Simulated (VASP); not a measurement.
A run of VASP 6.6.1 is set up as follows.

File POSCAR:

```
C
1.0
    2.5221000000      0.0000000000      0.0000000000
   -1.2610500000      2.1842026709      0.0000000000
    0.0000000000      0.0000000000     12.3557000000
C
12
Direct
    0.0000000000      0.0000000000      0.1875000000
    0.0000000000      0.0000000000      0.6875000000
    0.0000000000      0.0000000000      0.3125000000
    0.0000000000      0.0000000000      0.8125000000
    0.3333333333      0.6666666667      0.5208300000
    0.6666666667      0.3333333333      0.0208300000
    0.3333333333      0.6666666667      0.9791700000
    0.6666666667      0.3333333333      0.4791700000
    0.3333333333      0.6666666667      0.6458300000
    0.6666666667      0.3333333333      0.1458300000
    0.3333333333      0.6666666667      0.8541700000
    0.6666666667      0.3333333333      0.3541700000
```

Contents of INCAR.step1:

```
SYSTEM = C
PREC = Accurate ; ENCUT = 520
ISMEAR = 0 ; SIGMA = 0.02
LREAL = .False. ; LASPH = .True.
NELM = 100 ; NBANDS = 36
GGA = PE ; ALGO = Normal
EDIFF = 1E-4 ; LWAVE = .True.
LCHARG = .False.
```

File INCAR.step2:

```
SYSTEM = C
PREC = Accurate ; ENCUT = 520
EDIFF = 1E-7 ; ISMEAR = 0
SIGMA = 0.02 ; LREAL = .False.
LASPH = .True. ; NELM = 100
ALGO = Normal ; ISIF = 2
LWAVE = .False. ; LCHARG = .True.
METAGGA = R2SCAN ; LMIXTAU = .True.
LELF = .True. ; LVHAR = .True.
NBANDS = 36 ; ISTART = 1
```

File KPOINTS:

```
regular mesh
0
Gamma
  12 12 2
  0 0 0
```

Potentials or basis: VASP PAW PBE potentials, release 64 (C).

The run is started by

```sh
$ cat potpaw_PBE.64/C/POTCAR > POTCAR
$ cp INCAR.step1 INCAR
$ mpirun -np 1 vasp_std > vasp.out
$ cp INCAR.step2 INCAR
$ mpirun -np 1 vasp_std > vasp.out
```

Task: Estimate the pressure.

Result: -1.0 GPa.

Task: Predict the band gap on the k mesh.

Result: 4.57 eV (least direct gap 5.53 eV).

Forces on the atoms (eV/Å):
```
C    0.000  0.000 -0.344
C    0.000  0.000 -0.344
C    0.000  0.000  0.344
C    0.000  0.000  0.344
C    0.000  0.000  0.029
C    0.000  0.000  0.029
C    0.000  0.000 -0.029
C    0.000  0.000 -0.029
C    0.000  0.000 -0.340
C    0.000  0.000 -0.340
C    0.000  0.000  0.340
C    0.000  0.000  0.340
```

Caveat: the stress differs along the axes, from -4 to 5 GPa; the PAW data sets were made with another functional, which shifts forces and pressure a little. r2SCAN opens gaps a little over a GGA but as a rule still falls short of measured ones.
